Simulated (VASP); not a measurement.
Here is a VASP 6.6.1 calculation.

File INCAR:

```
PREC = Accurate ; ENCUT = 520
EDIFF = 1E-6 ; ISMEAR = -1
SIGMA = 0.05 ; LREAL = F
LASPH = T ; NELM = 60
ALGO = Normal ; ISIF = 2
LWAVE = F ; LCHARG = T
GGA = PS ; LELF = T
LVHAR = T ; NBANDS = 30
```

KPOINTS

```
Automatic mesh
0
Gamma
  5 5 5
```

The input POSCAR:

```
CsSnI3
1.0
    6.1640497518      0.0000000000      0.0000000000
    0.0000000000      6.1640497518      0.0000000000
    0.0000000000      0.0000000000      6.1640497518
Cs I Sn
1 3 1
Direct
    0.0000000000      0.0000000000      0.0000000000
    0.5000000000      0.5000000000      0.0000000000
    0.5000000000      0.0000000000      0.5000000000
    0.0000000000      0.5000000000      0.5000000000
    0.5000000000      0.5000000000      0.5000000000
```

Potentials or basis: VASP PAW PBE potentials, release 64 (Cs_sv, I, Sn_d).

Launch:

```bash
$ cat potpaw_PBE.64/Cs_sv/POTCAR potpaw_PBE.64/I/POTCAR potpaw_PBE.64/Sn_d/POTCAR > POTCAR
$ mpirun -np 1 vasp_std > vasp.out
```

Problem. Estimate the band gap on the k mesh.

Solution. 1.70 eV, direct.

Problem. Estimate the pressure.

Solution. -0.4 GPa.

Caveat: the PAW data sets were made with another functional, which shifts forces and pressure a little; spin-orbit coupling is left out, which moves the levels of the heavy elements. A k mesh can miss the band edges.
